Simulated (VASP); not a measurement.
# Ge2Sb2Te5 (P-3m1) in VASP: notebook

The runs below take Ge2Sb2Te5 through single point, with PBE.

All numbers are computed with VASP 6.6.1; they aren't measurements. Logs are shortened: lines on timing, memory, paths and dates and some standing lists are left out, and cuts for length are marked.

### Step 1. The cell of the first run

The structure is trigonal, space group P-3m1 (No. 164). Conventional cell: a = 4.166 Å, b = 4.166 Å, c = 19.965 Å, α = 90.00°, β = 90.00°, γ = 120.00°. Ge (site symmetry 3m) has 6 Te at 2.87 to 3.43 Å within 3.8 Å. Sb (site symmetry 3m) has 6 Te at 3.08 to 3.29 Å and 6 Sb at 4.17 Å within 4.2 Å. Within 4.3 Å of Te (site symmetry -3m) lie 6 Sb at 3.29 Å and 6 Te at 4.17 Å. Te (site symmetry 3m) has 3 Sb at 3.08 Å and 3 Ge at 3.43 Å and 6 Te at 4.17 Å within 4.2 Å. Te (site symmetry 3m) has 3 Ge at 2.87 Å within 3.8 Å.

### Step 2. Single point, PBE (33.34 Å³/atom)

Contents of INCAR:

```
PREC = Accurate
ENCUT = 520
EDIFF = 1E-6
ISMEAR = 0
SIGMA = 0.03
LREAL = False
LASPH = True
NELM = 80
ALGO = Normal
ISIF = 2
LWAVE = False
LCHARG = False
GGA = PE
NBANDS = 44
```

Contents of KPOINTS:

```
regular mesh
0
Gamma
  12 12 2
```

Contents of POSCAR:

```
Ge2Sb2Te5
1.0
    4.1655401336      0.0000000000      0.0000000000
   -2.0827700668      3.6074635762      0.0000000000
    0.0000000000      0.0000000000     19.9650173062
Ge Sb Te
2 2 5
Direct
    0.0000000000      0.0000000000      0.3313200918
    0.0000000000      0.0000000000      0.6686799082
    0.3333333333      0.6666666667      0.1120971408
    0.6666666667      0.3333333333      0.8879028592
    0.0000000000      0.0000000000      0.0000000000
    0.3333333333      0.6666666667      0.7914345914
    0.6666666667      0.3333333333      0.2085654086
    0.3333333333      0.6666666667      0.4096023866
    0.6666666667      0.3333333333      0.5903976134
```

Potentials or basis: VASP PAW PBE potentials, release 64 (Ge_d, Sb, Te).

Launch:

```sh
$ cat potpaw_PBE.64/Ge_d/POTCAR potpaw_PBE.64/Sb/POTCAR potpaw_PBE.64/Te/POTCAR > POTCAR
$ mpirun -np 1 vasp_std > vasp.out
```

OUTCAR:

```text
PREC = Accurate
   ENCUT = 520
   EDIFF = 1E-6
   ISMEAR = 0
   LREAL = False
   LASPH = True
   NELM = 80
   ISIF = 2
   GGA = PE

 ion  position               nearest neighbor table
   1  0.000  0.000  0.331-   8 2.87   8 2.87   8 2.87
   2  0.000  0.000  0.669-   9 2.87   9 2.87   9 2.87
   3  0.333  0.667  0.112-   7 3.08   7 3.08   7 3.08   5 3.29   5 3.29   5 3.29
   4  0.667  0.333  0.888-   6 3.08   6 3.08   6 3.08   5 3.29   5 3.29   5 3.29
   5  0.000  0.000  0.000-   3 3.29   4 3.29   4 3.29   3 3.29   4 3.29   3 3.29
   6  0.333  0.667  0.791-   4 3.08   4 3.08   4 3.08
   7  0.667  0.333  0.209-   3 3.08   3 3.08   3 3.08
   8  0.333  0.667  0.410-   1 2.87   1 2.87   1 2.87
   9  0.667  0.333  0.590-   2 2.87   2 2.87   2 2.87

  LATTYP: Found a hexagonal cell.
 ALAT       =     4.1655401336
 C/A-ratio  =     4.7929000000

  Lattice vectors:

 A1 = (   4.1655401336,   0.0000000000,   0.0000000000)
 A2 = (  -2.0827700668,   3.6074635762,   0.0000000000)
 A3 = (   0.0000000000,   0.0000000000,  19.9650173062)

Analysis of symmetry for initial positions (statically):
=====================================================================
 Subroutine PRICEL returns:
 Original cell was already a primitive cell.

 Routine SETGRP: Setting up the symmetry group for a
 hexagonal supercell.

 Subroutine GETGRP returns: Found 12 space group operations
 (whereof 12 operations were pure point group operations)
 out of a pool of 24 trial point group operations.

The static configuration has the point symmetry D_3d.

Analysis of symmetry for dynamics (positions and initial velocities):
=====================================================================
 Subroutine PRICEL returns:
 Original cell was already a primitive cell.

 Routine SETGRP: Setting up the symmetry group for a
 hexagonal supercell.

 Subroutine GETGRP returns: Found 12 space group operations
 (whereof 12 operations were pure point group operations)
 out of a pool of 24 trial point group operations.

The dynamic configuration has the point symmetry D_3d.

 Subroutine INISYM returns: Found 12 space group operations
 (whereof 12 operations are pure point group operations),
 and found     1 'primitive' translations

----------------------------------------------------------------------------------------

                                     Primitive cell

  volume of cell :     300.0150

  direct lattice vectors                    reciprocal lattice vectors
     4.165540134  0.000000000  0.000000000     0.240064906  0.138601538  0.000000000
    -2.082770067  3.607463576  0.000000000     0.000000000  0.277203076  0.000000000
     0.000000000  0.000000000 19.965017306     0.000000000  0.000000000  0.050087610

  length of vectors
     4.165540134  4.165540134 19.965017306     0.277203076  0.277203076  0.050087610

  position of ions in fractional coordinates (direct lattice)
     0.000000000  0.000000000  0.331320092
     0.000000000  0.000000000  0.668679908
     0.333333333  0.666666667  0.112097141
     0.666666667  0.333333333  0.887902859
     0.000000000  0.000000000  0.000000000
     0.333333333  0.666666667  0.791434591
     0.666666667  0.333333333  0.208565409
     0.333333333  0.666666667  0.409602387
     0.666666667  0.333333333  0.590397613

  ion indices of the primitive-cell ions
   primitive index   ion index
                 1           1
                 2           2
                 3           3
                 4           4
                 5           5
                 6           6
                 7           7
                 8           8
                 9           9

----------------------------------------------------------------------------------------

 KPOINTS: regular mesh

Automatic generation of k-mesh.
 Grid dimensions read from file:
 generate k-points for:   12   12    2

 Generating k-lattice:

  Cartesian coordinates                     Fractional coordinates (reciprocal lattice)
     0.020005409  0.011550128  0.000000000     0.083333333 -0.000000000  0.000000000
     0.000000000  0.023100256  0.000000000     0.000000000  0.083333333  0.000000000
     0.000000000  0.000000000  0.025043805     0.000000000  0.000000000  0.500000000

  Length of vectors
     0.023100256  0.023100256  0.025043805

  Shift w.r.t. Gamma in fractional coordinates (k-lattice)
     0.000000000  0.000000000  0.000000000

 Subroutine IBZKPT returns following result:
 ===========================================

 Found     38 irreducible k-points:

 Following reciprocal coordinates:
            Coordinates               Weight
  0.000000  0.000000  0.000000      1.000000
  0.083333  0.000000  0.000000      6.000000
  0.166667  0.000000  0.000000      6.000000
  0.250000  0.000000  0.000000      6.000000
  0.333333  0.000000  0.000000      6.000000
  0.416667  0.000000  0.000000      6.000000
[... 16 lines left out ...]
  0.250000  0.000000  0.500000      6.000000
  0.333333  0.000000  0.500000      6.000000
 [... further k-points ...]
   k-points           NKPTS =     38   k-points in BZ     NKDIM =     38   number of bands    NBANDS=     44
   number of dos      NEDOS =    301   number of ions     NIONS =      9
   total plane-waves  NPLWV = 153600
   dimension x,y,z NGX =    32 NGY =   32 NGZ =  150
   dimension x,y,z NGXF=    64 NGYF=   64 NGZF=  300
   ions per type =               2   2   5
   NGX,Y,Z   is equivalent  to a cutoff of  12.77, 12.77, 12.49 a.u.
   NGXF,Y,Z  is equivalent  to a cutoff of  25.54, 25.54, 24.98 a.u.
 SYSTEM =  unknown system
   PREC   = accura    normal or accurate (medium, high low for compatibility)
   ISTART =      0    job   : 0-new  1-cont  2-samecut
   ICHARG =      2    charge: 1-file 2-atom 10-const
   ISPIN  =      1    spin polarized calculation?
   LNONCOLLINEAR =      F non collinear calculations
   LSORBIT =      F    spin-orbit coupling
   LASPH  =      T    aspherical Exc in radial PAW
   ENCUT  =  520.0 eV  38.22 Ry    6.18 a.u.   7.75  7.75 37.12*2*pi/ulx,y,z
   NELM   =     80;   NELMIN=  2; NELMDL= -5     # of ELM steps
   EDIFF  = 0.1E-05   stopping-criterion for ELM
   LREAL  =      F    real-space projection
   EDIFFG = 0.1E-04   stopping-criterion for IOM
   NSW    =      0    number of steps for IOM
   IBRION =     -1    ionic relax: 0-MD 1-quasi-New 2-CG
   NFREE  =      0    steps in history (QN), initial steepest desc. (CG)
   ISIF   =      2    stress and relaxation
   ISYM   =      2    0-nonsym 1-usesym 2-fastsym
   POTIM  = 0.5000    time-step for ionic-motion
   TEBEG  =    0.0;   TEEND  =   0.0 temperature during run
   PSTRESS=    0.0 pullay stress
   NELECT =      68.0000    total number of electrons
   NUPDOWN=      -1.0000    fix difference up-down
   EMIN   =  10.00;   EMAX   =-10.00  energy-range for DOS
   EFERMI =   0.00;   METHOD = LEGACY
   ISMEAR =     0;   SIGMA  =   0.03  broadening in eV -4-tet -1-fermi 0-gaus
   EFERMI_NEDOS =   21; number of points for ismear=-14 and -15
   IALGO  =     38    algorithm
   IMIX   =      4    mixing-type and parameters
     AMIX     =   0.40;   BMIX     =  1.00
     AMIX_MAG =   1.60;   BMIX_MAG =  1.00
  volume/ion in A,a.u.               =      33.34       224.96
  Fermi-wavevector in a.u.,A,eV,Ry     =   0.998152  1.886234 13.555594  0.996308
  Thomas-Fermi vector in A             =   2.130357
   LORBIT       =      0    0 simple, 1 ext, 2 COOP (PROOUT), +10 PAW based schemes
   GGA     = PE    functional components
   LHFCALC =     F    Hartree Fock is set to
   AEXX    =    0.0000 exact exchange contribution
   IVDW    =     0    specifies the selected vdW correction
   LEPSILON=     F    determine dielectric tensor
   LRPA    =     F    only Hartree local field effects (RPA)
 non-spin polarized calculation
 Gauss-broadening in eV      SIGMA  =   0.03
  energy-cutoff  :      520.00
  volume of cell :      300.02
 maximum number of plane-waves:      8138
 NGX is ok and might be reduce to    32
   NGX = 15   NGY = 15   NGZ = 75

 number of electron      67.9999996 magnetization

 Free energy of the ion-electron system (eV)
  ---------------------------------------------------
  ext. energy  EPLUGINS =         0.00000000
  ---------------------------------------------------
  free energy    TOTEN  =       -33.45864151 eV

  energy without entropy =      -33.45663795  energy(sigma->0) =      -33.45763973

 E-fermi :   5.2194     XC(G=0):  -8.9682

 val. band max:        5.2123560311   @ k =   0.0833   0.0000   0.0000
 cond. band min:       5.2198598614   @ k =   0.3333   0.0000   0.5000
 fundamental gap:      0.0075038303
 Fermi energy:         5.2193754969

 k-point     1 :       0.0000    0.0000    0.0000
  band No.  band energies     occupation
      1     -19.5405      2.00000
      2     -19.5405      2.00000
      3     -19.5405      2.00000
      4     -19.5405      2.00000
      5     -19.5278      2.00000
      6     -19.5278      2.00000
[... 36 lines left out ...]
     43       7.4557      0.00000
     44       7.6296      0.00000

 k-point     2 :       0.0833    0.0000    0.0000
  band No.  band energies     occupation
      1     -19.5406      2.00000
      2     -19.5406      2.00000
      3     -19.5403      2.00000
      4     -19.5403      2.00000
      5     -19.5280      2.00000
      6     -19.5280      2.00000
[... 36 lines left out ...]
     43       7.6361      0.00000
     44       7.6966      0.00000

 k-point     3 :       0.1667    0.0000    0.0000
  band No.  band energies     occupation
      1     -19.5408      2.00000
      2     -19.5408      2.00000
      3     -19.5397      2.00000
      4     -19.5397      2.00000
      5     -19.5283      2.00000
      6     -19.5283      2.00000
[... 976 lines left out ...]
     43       8.1432      0.00000
     44       8.2741      0.00000

 k-point    24 :       0.3333    0.0000    0.5000
  band No.  band energies     occupation
      1     -19.5415      2.00000
      2     -19.5415      2.00000
      3     -19.5382      2.00000
      4     -19.5382      2.00000
      5     -19.5292      2.00000
      6     -19.5292      2.00000
[... 36 lines left out ...]
     43       8.1884      0.00000
     44       8.2132      0.00000

 [... further k-points ...]

------------------------ aborting loop because EDIFF is reached ----------------------------------------

  FORCE on cell =-STRESS in cart. coord.  units (eV):
  Direction    XX          YY          ZZ          XY          YZ          ZX
  --------------------------------------------------------------------------------------
  -------------------------------------------------------------------------------------
  Total       -1.3614298     -1.3614298     -8.8040111      0.0000000      0.0000000      0.0000000
  in kB       -7.2704762     -7.2704762    -47.0162726      0.0000000      0.0000000      0.0000000
  external PRESSURE =     -20.5190750 kB  Pullay stress =       0.0000000 kB

 VOLUME and BASIS-vectors are now :
 -----------------------------------------------------------------------------
  energy-cutoff  :      520.00
  volume of cell :      300.02
      direct lattice vectors                 reciprocal lattice vectors
     4.165540134  0.000000000  0.000000000     0.240064906  0.138601538  0.000000000
    -2.082770067  3.607463576  0.000000000     0.000000000  0.277203076  0.000000000
     0.000000000  0.000000000 19.965017306     0.000000000  0.000000000  0.050087610

 POSITION                                       TOTAL-FORCE (eV/Angst)
 -----------------------------------------------------------------------------------
      0.00000      0.00000      6.61481        -0.000000     -0.000000      0.494074
      0.00000      0.00000     13.35021         0.000000     -0.000000     -0.494074
     -0.00000      2.40498      2.23802        -0.000000     -0.000000      0.181808
      2.08277      1.20249     17.72700         0.000000      0.000000     -0.181808
      0.00000      0.00000      0.00000        -0.000000      0.000000     -0.000000
     -0.00000      2.40498     15.80101        -0.000000      0.000000      0.660410
      2.08277      1.20249      4.16401         0.000000      0.000000     -0.660410
     -0.00000      2.40498      8.17772        -0.000000     -0.000000     -0.631868
      2.08277      1.20249     11.78730         0.000000      0.000000      0.631868
 -----------------------------------------------------------------------------------
    total drift:                               -0.000000     -0.000000     -0.000000

  FREE ENERGIE OF THE ION-ELECTRON SYSTEM (eV)
  ---------------------------------------------------
  free  energy   TOTEN  =       -33.4586415132 eV

  energy  without entropy=      -33.4566379548  energy(sigma->0) =      -33.45763973
```

It took 6.2 min on 1 thread of Intel Xeon 6975P-C (Granite Rapids), shared host; peak memory 0.7 GiB.

What came out:

```yaml
Free_energy: -33.4586 eV
Pressure: -2.1 GPa
Largest_force: 0.660 eV/Å
Band_gap_on_the_k_mesh: zero (bands 34 and 35 overlap by 0.30 eV)
```

Forces on the atoms (eV/Å):
```
Ge   0.000  0.000  0.494
Ge   0.000  0.000 -0.494
Sb   0.000  0.000  0.182
Sb   0.000  0.000 -0.182
Te   0.000  0.000  0.000
Te   0.000  0.000  0.660
Te   0.000  0.000 -0.660
Te   0.000  0.000 -0.632
Te   0.000  0.000  0.632
```

Stress tensor (GPa, compression positive):
```
-0.73  0.00  0.00
 0.00 -0.73  0.00
 0.00  0.00 -4.70
```

Levels at points of the mesh, in eV from the Fermi level:
```
           k point  band 31  band 32  band 33  band 34  band 35  band 36  band 37  band 38
(0.00, 0.00, 0.00)    -0.93    -0.73    -0.73     0.28     0.53     0.70     0.70     1.38
(0.50, 0.00, 0.00)    -2.02    -1.39    -1.31    -1.24    -0.02     0.48     0.79     1.39
(0.00, 0.00, 0.50)    -0.73    -0.73    -0.47     0.07     0.63     0.70     0.70     1.37
(0.50, 0.00, 0.50)    -2.10    -1.95    -1.29    -0.83     0.10     0.34     0.76     1.44
```

Caveat: spin-orbit coupling is left out, which moves the levels of the heavy elements; this functional lacks dispersion, which binds layers or chains, so the pressure and a relaxed spacing across them are unreliable.

### Step 3. Single point, PBE (33.34 Å³/atom)

Contents of INCAR:

```
ALGO = Normal
EDIFF = 1E-7
ENCUT = 520
GGA = PE
ISIF = 2
ISMEAR = 0
LASPH = T
LCHARG = F
LREAL = F
LWAVE = F
NBANDS = 44
NELM = 100
PREC = Accurate
SIGMA = 0.03
```

Contents of KPOINTS:

```
k-points
0
Gamma
  12 12 2
```

Edit POSCAR of step 2 so:

```diff
@@ -2,5 +2,5 @@
 1.0
-    4.1655401336      0.0000000000      0.0000000000
-   -2.0827700668      3.6074635762      0.0000000000
-    0.0000000000      0.0000000000     19.9650173062
+    4.5164438382      0.0000000000      0.0000000000
+   -2.2582219191      3.9113550987      0.0000000000
+    0.0000000000      0.0000000000     16.9831837648
 Ge Sb Te
```

Potentials or basis: VASP PAW PBE potentials, release 64 (Ge_d, Sb, Te).

Launch:

```sh
$ cat potpaw_PBE.64/Ge_d/POTCAR potpaw_PBE.64/Sb/POTCAR potpaw_PBE.64/Te/POTCAR > POTCAR
$ mpirun -np 1 vasp_std > vasp.out
```

Wall time 6.6 min (1 thread of Intel Xeon 6975P-C (Granite Rapids), shared host); peak memory 0.68 GiB.

It converged, with:

* Free energy: -33.4619 eV
* Pressure: -2.4 GPa
* Largest force: 0.111 eV/Å
* Band gap on the k mesh: zero (bands 34 and 35 overlap by 0.06 eV)

Forces on the atoms (eV/Å):
```
Ge   0.000  0.000  0.111
Ge   0.000  0.000 -0.111
Sb   0.000  0.000  0.047
Sb   0.000  0.000 -0.047
Te   0.000  0.000  0.000
Te   0.000  0.000  0.077
Te   0.000  0.000 -0.077
Te   0.000  0.000  0.024
Te   0.000  0.000 -0.024
```

Stress tensor (GPa, compression positive):
```
-3.53  0.00  0.00
 0.00 -3.53  0.00
 0.00  0.00 -0.07
```

Levels at points of the mesh, in eV from the Fermi level:
| k point | band 32 | band 33 | band 34 | band 35 | band 36 | band 37 |
| --- | --- | --- | --- | --- | --- | --- |
| (0.00, 0.00, 0.00) | -1.34 | -1.28 | -0.47 | 0.03 | 0.03 | 0.36 |
| (0.50, 0.00, 0.00) | -1.42 | -0.88 | -0.64 | 0.58 | 0.93 | 1.28 |
| (0.00, 0.00, 0.50) | -1.37 | -1.27 | -0.48 | 0.06 | 0.06 | 0.37 |
| (0.50, 0.00, 0.50) | -1.39 | -1.20 | -0.37 | 0.20 | 0.82 | 1.73 |

Caveat: spin-orbit coupling is left out, which moves the levels of the heavy elements; this functional lacks dispersion, which binds layers or chains, so the pressure and a relaxed spacing across them are unreliable.

### Step 4. Single point, PBE (33.33 Å³/atom)

Contents of INCAR:

```
SYSTEM = Ge2Sb2Te5
ALGO     = Normal         ! electronic algorithm
EDIFF    = 1E-6           ! SCF threshold, eV
ENCUT    = 520            ! plane-wave cutoff, eV
GGA      = PE             ! functional
ISIF     = 2              ! what is computed and relaxed
ISMEAR   = 0              ! smearing method
LASPH    = .TRUE.         ! aspherical terms in the spheres
LCHARG   = .FALSE.        ! write CHGCAR
LREAL    = .FALSE.        ! projectors in reciprocal space
LWAVE    = .FALSE.        ! write WAVECAR
NBANDS   = 44             ! bands
NELM     = 60             ! most SCF steps
PREC     = Accurate       ! precision mode
SIGMA    = 0.03           ! smearing width, eV
```

Contents of KPOINTS:

```
k-points
0
G
  12 12 2
  0 0 0
```

Edit POSCAR of step 3 so:

```diff
@@ -2,5 +2,5 @@
 1.0
-    4.5164438382      0.0000000000      0.0000000000
-   -2.2582219191      3.9113550987      0.0000000000
-    0.0000000000      0.0000000000     16.9831837648
+    4.6086874698      0.0000000000      0.0000000000
+   -2.3043437349      3.9912404269      0.0000000000
+    0.0000000000      0.0000000000     16.3101449556
 Ge Sb Te
```

Launch:

```sh
$ cat potpaw_PBE.64/Ge_d/POTCAR potpaw_PBE.64/Sb/POTCAR potpaw_PBE.64/Te/POTCAR > POTCAR
$ mpirun -np 1 vasp_std > vasp.out
```

Run time: 13 min. Hardware: 1 thread of Intel Xeon 8259CL, shared host; peak memory 0.7 GiB.

Results (log left out):

| Quantity | Value |
| --- | --- |
| Free energy | -33.1506 eV |
| Pressure | -2.5 GPa |
| Largest force | 0.112 eV/Å |
| Band gap on the k mesh | 0.02 eV (least direct gap 0.14 eV) |

Forces in eV/Å, atoms in the order of the input:
```
Ge   0.000  0.000  0.112
Ge   0.000  0.000 -0.112
Sb   0.000  0.000  0.049
Sb   0.000  0.000 -0.049
Te   0.000  0.000  0.000
Te   0.000  0.000  0.040
Te   0.000  0.000 -0.040
Te   0.000  0.000  0.094
Te   0.000  0.000 -0.094
```

Stress tensor (GPa, compression positive):
```
-4.10  0.00  0.00
 0.00 -4.10  0.00
 0.00  0.00  0.60
```

Levels at points of the mesh, in eV from the valence-band top:
```
           k point  band 31  band 32  band 33  band 34  band 35  band 36  band 37  band 38
(0.00, 0.00, 0.00)    -1.30    -1.26    -1.12    -0.55     0.02     0.02     0.48     0.66
(0.50, 0.00, 0.00)    -1.37    -1.30    -0.72    -0.24     0.72     1.13     1.68     1.68
(0.00, 0.00, 0.50)    -1.33    -1.25    -1.10    -0.60     0.06     0.06     0.54     0.65
(0.50, 0.00, 0.50)    -1.43    -1.21    -0.84    -0.19     0.29     0.98     1.86     2.16
```

Caveat: semilocal functionals underestimate gaps, and a narrow one can read as zero; spin-orbit coupling is left out, which moves the levels of the heavy elements; this functional lacks dispersion, which binds layers or chains, so the pressure and a relaxed spacing across them are unreliable.

### Step 5. Summary

| cell | gap on the mesh (eV) | pressure (GPa) | largest force (eV/Å) |
| --- | --- | --- | --- |
| a = 4.166, b = 4.166, c = 19.965 Å, angles 90.0, 90.0, 120.0°, 9 atoms | none | -2.1 | 0.66 |
| a = 4.516, b = 4.516, c = 16.983 Å, angles 90.0, 90.0, 120.0°, 9 atoms | none | -2.4 | 0.11 |
| a = 4.609, b = 4.609, c = 16.310 Å, angles 90.0, 90.0, 120.0°, 9 atoms | 0.02 | -2.5 | 0.11 |

Alike in all rows: task single point; level PBE; potentials or basis VASP PAW PBE potentials, release 64 (Ge_d, Sb, Te); no spin polarisation; k mesh 12 × 12 × 2; cutoff (eV) 520; smearing gaussian 0.03 eV.

Caveats: spin-orbit coupling is left out, which moves the levels of the heavy elements; this functional lacks dispersion, which binds layers or chains, so the pressure and a relaxed spacing across them are unreliable; semilocal functionals underestimate gaps, and a narrow one can read as zero (at least some runs).

Total energies depend on the potentials used, so only differences within one code and one set of settings carry meaning.

The gap in the log of VASP goes by the Fermi energy; the results here count the filled bands.